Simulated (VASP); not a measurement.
AlH5:

```xyz
6
Lattice="3.1918 0.0000 0.0000 -1.5959 2.7642 0.0000 0.0000 0.0000 6.3923" Properties=species:S:1:pos:R:3 pbc="T T T"
Al    0.0000    1.8428    0.0000
H     1.5959    0.9214    3.1961
H     0.5566    1.5214    3.1961
H     0.0000    2.4856    3.1961
H    -0.5566    1.5214    3.1961
H     0.0000    0.0000    3.1961
```

| Item | Value |
| --- | --- |
| Program | VASP 6.6.1 |
| Task | relaxation of cell and atoms |
| Functional | PBE |
| Potentials or basis | VASP PAW PBE potentials, release 64 (Al, H) |
| Cutoff | 600 eV |
| k mesh | 6 × 6 × 4 |
| Occupations | gaussian, width 0.1 eV |
| Spin | no spin polarisation |

At the start: pressure -3.8 GPa; volume 9.40 Å³/atom.

Question: Where does the relaxation end?

Answer: Over 6 steps the energy falls by 16.9 meV/atom and the volume is 8.22 Å³/atom (-12.6 %); space group P-6m2 (No. 187, to 0.05 Å).

Step by step:
| step | energy change (eV) | largest force (eV/Å) | pressure (GPa) | volume (Å³) |
| --- | --- | --- | --- | --- |
| 1 | 0.0000 | 0.0503 | -3.81 | 56.40 |
| 2 | -0.0450 | 0.0615 | -2.94 | 54.59 |
| 3 | -0.0803 | 0.2637 | -0.76 | 51.77 |
| 4 | -0.0808 | 0.2980 | -0.38 | 51.37 |
| 5 | -0.0953 | 0.1683 | -0.18 | 50.54 |
| 6 | -0.1012 | 0.0267 | 0.28 | 49.29 |

Final structure:
```yaml
crystal:
  lattice:
    - [3.02284, 0.00000, 0.00000]
    - [-1.51142, 2.61786, 0.00000]
    - [0.00000, 0.00000, 6.22882]
  atoms:
    - { symbol: Al, position: [0.33333, 0.66667, 0.00000] }
    - { symbol: H, position: [0.66667, 0.33333, 0.50000] }
    - { symbol: H, position: [0.45723, 0.54277, 0.50000] }
    - { symbol: H, position: [0.45723, 0.91445, 0.50000] }
    - { symbol: H, position: [0.08555, 0.54277, 0.50000] }
    - { symbol: H, position: [0.00000, 0.00000, 0.50000] }
```

Caveat: the k points lie up to 0.40 Å⁻¹ apart in the final cell.
